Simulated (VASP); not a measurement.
# Cu (P6/mmm) in VASP: further runs

Runs on Cu. Level: r2SCAN. Tasks: single point, relaxation of cell and atoms.

Program: VASP 6.6.1. These are calculated values, not measurements. Logs are shortened: lines on timing, memory, paths and dates and some standing lists are left out, and cuts for length are marked.

## (1) The cell of the first run

The structure is hexagonal, space group P6/mmm (No. 191). Conventional cell: a = 4.065 Å, b = 4.065 Å, c = 2.440 Å, α = 90.00°, β = 90.00°, γ = 120.00°. Within 3.2 Å of Cu (site symmetry 6/mmm) lie 14 Cu at 2.44 to 2.65 Å. Cu (site symmetry -6m2) has 11 Cu at 2.35 to 2.65 Å within 3.1 Å.

This isn't the form of Cu at room conditions, which is fcc.

## (2) Single point, r2SCAN

Contents of POSCAR:

```
Cu
1.0
    4.0653641883      0.0000000000      0.0000000000
   -2.0326820941      3.5207086627      0.0000000000
    0.0000000000      0.0000000000      2.4401480693
Cu
3
Direct
    1.0000000000      1.0000000000      0.0000000000
    0.3333333333      0.6666666667      0.5000000000
    0.6666666667      0.3333333333      0.5000000000
```

Contents of INCAR.step1:

```
SYSTEM = Cu
PREC = Accurate
ENCUT = 520
ISMEAR = -1
SIGMA = 0.1
LREAL = .False.
LASPH = .True.
NELM = 60
NBANDS = 24
GGA = PE
ALGO = Normal
EDIFF = 1E-4
LWAVE = .True.
LCHARG = .False.
```

Contents of INCAR.step2:

```
SYSTEM = Cu
PREC = Accurate
ENCUT = 520
EDIFF = 1E-6
ISMEAR = -1
SIGMA = 0.1
LREAL = .False.
LASPH = .True.
NELM = 60
ALGO = Normal
ISIF = 2
LWAVE = .False.
LCHARG = .True.
METAGGA = R2SCAN
LMIXTAU = .True.
LELF = .True.
LVHAR = .True.
NBANDS = 24
ISTART = 1
```

Contents of KPOINTS:

```
Automatic mesh
0
Gamma
  12 12 17
  0 0 0
```

Potentials or basis: VASP PAW PBE potentials, release 64 (Cu).

Command:

```bash
$ cat potpaw_PBE.64/Cu/POTCAR > POTCAR
$ cp INCAR.step1 INCAR
$ mpirun -np 1 vasp_std > vasp.out
$ cp INCAR.step2 INCAR
$ mpirun -np 1 vasp_std > vasp.out
```

OUTCAR:

```text
SYSTEM = Cu
   PREC = Accurate
   ENCUT = 520
   EDIFF = 1E-6
   ISMEAR = -1
   LREAL = .False.
   LASPH = .True.
   NELM = 60
   ISIF = 2
   METAGGA = R2SCAN
   ISTART = 1

 ion  position               nearest neighbor table
   1  0.000  0.000  0.000-   2 2.65   3 2.65   2 2.65   3 2.65   2 2.65   2 2.65   3 2.65   3 2.65
                             3 2.65   3 2.65   2 2.65   2 2.65
   2  0.333  0.667  0.500-   3 2.35   3 2.35   3 2.35   1 2.65   1 2.65   1 2.65   1 2.65   1 2.65
                             1 2.65
   3  0.667  0.333  0.500-   2 2.35   2 2.35   2 2.35   1 2.65   1 2.65   1 2.65   1 2.65   1 2.65
                             1 2.65

  LATTYP: Found a hexagonal cell.
 ALAT       =     4.0653641883
 C/A-ratio  =     0.6002286527

  Lattice vectors:

 A1 = (   4.0653641883,   0.0000000000,   0.0000000000)
 A2 = (  -2.0326820941,   3.5207086627,   0.0000000000)
 A3 = (   0.0000000000,   0.0000000000,   2.4401480693)

Analysis of symmetry for initial positions (statically):
=====================================================================
 Subroutine PRICEL returns:
 Original cell was already a primitive cell.

 Routine SETGRP: Setting up the symmetry group for a
 hexagonal supercell.

 Subroutine GETGRP returns: Found 24 space group operations
 (whereof 24 operations were pure point group operations)
 out of a pool of 24 trial point group operations.

The static configuration has the point symmetry D_6h.

Analysis of symmetry for dynamics (positions and initial velocities):
=====================================================================
 Subroutine PRICEL returns:
 Original cell was already a primitive cell.

 Routine SETGRP: Setting up the symmetry group for a
 hexagonal supercell.

 Subroutine GETGRP returns: Found 24 space group operations
 (whereof 24 operations were pure point group operations)
 out of a pool of 24 trial point group operations.

The dynamic configuration has the point symmetry D_6h.

 Subroutine INISYM returns: Found 24 space group operations
 (whereof 24 operations are pure point group operations),
 and found     1 'primitive' translations

----------------------------------------------------------------------------------------

                                     Primitive cell

  volume of cell :      34.9257

  direct lattice vectors                    reciprocal lattice vectors
[... 86 lines left out ...]
   LASPH  =      T    aspherical Exc in radial PAW
   ENCUT  =  520.0 eV  38.22 Ry    6.18 a.u.   7.56  7.56  4.54*2*pi/ulx,y,z
   NELM   =     60;   NELMIN=  2; NELMDL=  0     # of ELM steps
   EDIFF  = 0.1E-05   stopping-criterion for ELM
   LREAL  =      F    real-space projection
   EDIFFG = 0.1E-04   stopping-criterion for IOM
   NSW    =      0    number of steps for IOM
   IBRION =     -1    ionic relax: 0-MD 1-quasi-New 2-CG
   NFREE  =      0    steps in history (QN), initial steepest desc. (CG)
   ISIF   =      2    stress and relaxation
   ISYM   =      2    0-nonsym 1-usesym 2-fastsym
   POTIM  = 0.5000    time-step for ionic-motion
   TEBEG  =    0.0;   TEEND  =   0.0 temperature during run
   PSTRESS=    0.0 pullay stress
   NELECT =      33.0000    total number of electrons
   NUPDOWN=      -1.0000    fix difference up-down
   EMIN   =  10.00;   EMAX   =-10.00  energy-range for DOS
   EFERMI =   0.00;   METHOD = LEGACY
   ISMEAR =    -1;   SIGMA  =   0.10  broadening in eV -4-tet -1-fermi 0-gaus
   EFERMI_NEDOS =   21; number of points for ismear=-14 and -15
   IALGO  =     38    algorithm
   IMIX   =      4    mixing-type and parameters
     AMIX     =   0.40;   BMIX     =  1.00
     AMIX_MAG =   1.60;   BMIX_MAG =  1.00
  volume/ion in A,a.u.               =      11.64        78.56
  Fermi-wavevector in a.u.,A,eV,Ry     =   1.606439  3.035730 35.111823  2.580646
  Thomas-Fermi vector in A             =   2.702626
   LORBIT       =      0    0 simple, 1 ext, 2 COOP (PROOUT), +10 PAW based schemes
   METAGGA = R2SCAN    functional components
   LHFCALC =     F    Hartree Fock is set to
   AEXX    =    0.0000 exact exchange contribution
   IVDW    =     0    specifies the selected vdW correction
   LEPSILON=     F    determine dielectric tensor
   LRPA    =     F    only Hartree local field effects (RPA)
 non-spin polarized calculation
  energy-cutoff  :      520.00
  volume of cell :       34.93
 maximum number of plane-waves:       963
   NGX = 15   NGY = 15   NGZ =  9

 number of electron      33.0000029 magnetization

 Free energy of the ion-electron system (eV)
  ---------------------------------------------------
  ext. energy  EPLUGINS =         0.00000000
  ---------------------------------------------------
  free energy    TOTEN  =       -32.25008889 eV

  energy without entropy =      -32.22219560  energy(sigma->0) =      -32.23614225

 E-fermi :   7.5794     XC(G=0): -13.8293

 val. band max:        7.5686265209   @ k =   0.4167   0.1667   0.1765
 cond. band min:       7.5809141945   @ k =   0.5000   0.0000   0.4118
 fundamental gap:      0.0122876736
 Fermi energy:         7.5794208110

 k-point     1 :       0.0000    0.0000    0.0000
  band No.  band energies     occupation
      1      -2.1925      2.00000
      2       2.7837      2.00000
      3       3.7161      2.00000
      4       3.7163      2.00000
      5       3.7780      2.00000
      6       3.7782      2.00000
[... 637 lines left out ...]
     23      24.1848      0.00000
     24      26.0804      0.00000

 [... further k-points ...]

------------------------ aborting loop because EDIFF is reached ----------------------------------------

  FORCE on cell =-STRESS in cart. coord.  units (eV):
  Direction    XX          YY          ZZ          XY          YZ          ZX
  --------------------------------------------------------------------------------------
  -------------------------------------------------------------------------------------
  Total        0.0813560      0.0813560      0.0344175      0.0000000      0.0000000      0.0000000
  in kB        3.7321122      3.7321122      1.5788617      0.0000000      0.0000000      0.0000000
  external PRESSURE =       3.0143620 kB  Pullay stress =       0.0000000 kB

 VOLUME and BASIS-vectors are now :
 -----------------------------------------------------------------------------
  energy-cutoff  :      520.00
  volume of cell :       34.93
      direct lattice vectors                 reciprocal lattice vectors
     4.065364188  0.000000000  0.000000000     0.245980422  0.142016863  0.000000000
    -2.032682094  3.520708663  0.000000000     0.000000000  0.284033726  0.000000000
     0.000000000  0.000000000  2.440148069     0.000000000  0.000000000  0.409811197

 POSITION                                       TOTAL-FORCE (eV/Angst)
 -----------------------------------------------------------------------------------
      0.00000      0.00000      0.00000        -0.000000      0.000000      0.000000
     -0.00000      2.34714      1.22007         0.000000      0.000000     -0.000000
      2.03268      1.17357      1.22007        -0.000000      0.000000      0.000000
 -----------------------------------------------------------------------------------
    total drift:                               -0.000000      0.000000      0.000000

  FREE ENERGIE OF THE ION-ELECTRON SYSTEM (eV)
  ---------------------------------------------------
  free  energy   TOTEN  =       -32.2500888896 eV

  energy  without entropy=      -32.2221956021  energy(sigma->0) =      -32.23614225
```

OUTCAR.step1:

```text
SYSTEM = Cu
   PREC = Accurate
   ENCUT = 520
   ISMEAR = -1
   LREAL = .False.
   LASPH = .True.
   NELM = 60
[... 874 lines left out ...]
      0.00000      0.00000      0.00000        -0.000000      0.000000      0.000000
     -0.00000      2.34714      1.22007        -0.000000      0.000000     -0.000000
      2.03268      1.17357      1.22007         0.000000     -0.000000      0.000000
 -----------------------------------------------------------------------------------
    total drift:                               -0.000000      0.000000      0.000000

  FREE ENERGIE OF THE ION-ELECTRON SYSTEM (eV)
  ---------------------------------------------------
  free  energy   TOTEN  =       -10.9314961779 eV

  energy  without entropy=      -10.9021763502  energy(sigma->0) =      -10.91683626
```

Wall time 3.6 min (1 thread of Intel Xeon 6975P-C (Granite Rapids), shared host); peak memory 0.23 GiB.

Results:

* Free energy: -32.2501 eV
* Pressure: 0.3 GPa
* Band gap on the k mesh: zero (an odd number of electrons rules out a gap without spin polarisation)

Stress tensor (GPa, compression positive):
```
0.37 0.00 0.00
0.00 0.37 0.00
0.00 0.00 0.16
```

Levels at points of the mesh, in eV from the Fermi level:
```tsv
k point	band 14	band 15	band 16	band 17	band 18	band 19
(0.00, 0.00, 0.00)	-2.49	-1.68	-1.68	4.77	4.77	4.78
(0.50, 0.00, 0.00)	-1.91	-1.88	-1.75	-1.64	-0.75	4.53
```

Caveat: the PAW data sets were made with another functional, which shifts forces and pressure a little.

## (3) Relaxation of cell and atoms, r2SCAN

This run uses another cell than the first one, of 11.81 Å³/atom.

Contents of POSCAR:

```
Cu
1.0
    4.0562702462      0.0000000000      0.0000000000
   -2.0281351231      3.5128330778      0.0000000000
    0.0000000000      0.0000000000      2.4864936609
Cu
3
Direct
    0.0000000000      0.0000000000      0.0000000000
    0.3333333333      0.6666666667      0.5000000000
    0.6666666667      0.3333333333      0.5000000000
```

Contents of INCAR.step1:

```
ALGO     = Normal         # electronic algorithm
EDIFF    = 1E-4           # SCF threshold, eV
ENCUT    = 600            # plane-wave cutoff, eV
GGA      = PE             # functional
ISMEAR   = -1             # smearing method
LASPH    = True           # aspherical terms in the spheres
LCHARG   = False          # write CHGCAR
LREAL    = False          # projectors in reciprocal space
LWAVE    = True           # write WAVECAR
NELM     = 80             # most SCF steps
PREC     = Accurate       # precision mode
SIGMA    = 0.1            # smearing width, eV
```

Contents of INCAR.step2:

```
ALGO     = Normal         # electronic algorithm
EDIFF    = 1E-6           # SCF threshold, eV
EDIFFG   = -0.01          # ionic threshold
ENCUT    = 600            # plane-wave cutoff, eV
IBRION   = 2              # ionic algorithm
ISIF     = 3              # what is computed and relaxed
ISMEAR   = -1             # smearing method
ISTART   = 1            
LASPH    = True           # aspherical terms in the spheres
LCHARG   = False          # write CHGCAR
LMIXTAU  = True         
LREAL    = False          # projectors in reciprocal space
LWAVE    = False          # write WAVECAR
METAGGA  = R2SCAN         # meta-GGA
NELM     = 80             # most SCF steps
NSW      = 80             # ionic steps
PREC     = Accurate       # precision mode
SIGMA    = 0.1            # smearing width, eV
```

Contents of KPOINTS:

```
k-points
0
Gamma
  9 9 13
```

Potentials or basis: VASP PAW PBE potentials, release 64 (Cu).

Command:

```bash
$ cat potpaw_PBE.64/Cu/POTCAR > POTCAR
$ cp INCAR.step1 INCAR
$ mpirun -np 1 vasp_std > vasp.out
$ cp INCAR.step2 INCAR
$ mpirun -np 1 vasp_std > vasp.out
```

Run time: 7.8 min. Hardware: 1 thread of Intel Xeon 6975P-C (Granite Rapids), shared host; peak memory 0.19 GiB.

The run converged. Its results:

| Property | Result |
| --- | --- |
| Free energy | -32.2530 eV |
| Relaxed volume | 11.70 Å³/atom |
| Relaxed cell | a = 4.071 Å, b = 4.071 Å, c = 2.444 Å, α = 90.00°, β = 90.00°, γ = 120.00° |
| Space group after relaxing (to 0.1 Å) | P6/mmm (No. 191) |
| Energy gained by relaxing | 3.2 meV/atom |
| Ionic steps | 11 |
| Pressure after relaxing | 0.0 GPa |
| Band gap on the k mesh | zero (an odd number of electrons rules out a gap without spin polarisation) |

Stress tensor (GPa, compression positive):
```
 0.03  0.00  0.00
 0.00  0.03  0.00
 0.00  0.00 -0.08
```

Step by step:
```tsv
step	energy change (eV)	largest force (eV/Å)	pressure (GPa)	volume (Å³)
1	0.0000	0.0000	-1.79	35.43
2	-0.0079	0.0000	1.47	34.75
3	-0.0082	0.0000	0.81	34.87
4	-0.0082	0.0000	0.96	34.85
5	-0.0095	0.0000	-0.09	35.09
6	-0.0096	0.0000	0.10	35.05
7	-0.0096	0.0000	0.07	35.04
8	-0.0092	0.0000	0.55	34.95
9	-0.0096	0.0000	0.08	35.03
10	-0.0096	0.0000	0.19	35.04
11	-0.0096	0.0000	-0.01	35.09
```

Final structure:
```
Cu
1.0
     4.07132    0.00000    0.00000
    -2.03566    3.52586    0.00000
     0.00000    0.00000    2.44423
Cu
3
Direct
  0.00000 0.00000 0.00000
  0.33333 0.66667 0.50000
  0.66667 0.33333 0.50000
```

Levels at points of the mesh, in eV from the Fermi level:
```
           k point  band 14  band 15  band 16  band 17  band 18  band 19
(0.00, 0.00, 0.00)    -2.48    -1.68    -1.68     4.77     4.77     4.77
```

Caveat: the PAW data sets were made with another functional, which shifts forces and pressure a little.

The gap in the log of VASP goes by the Fermi energy; the results here count the filled bands.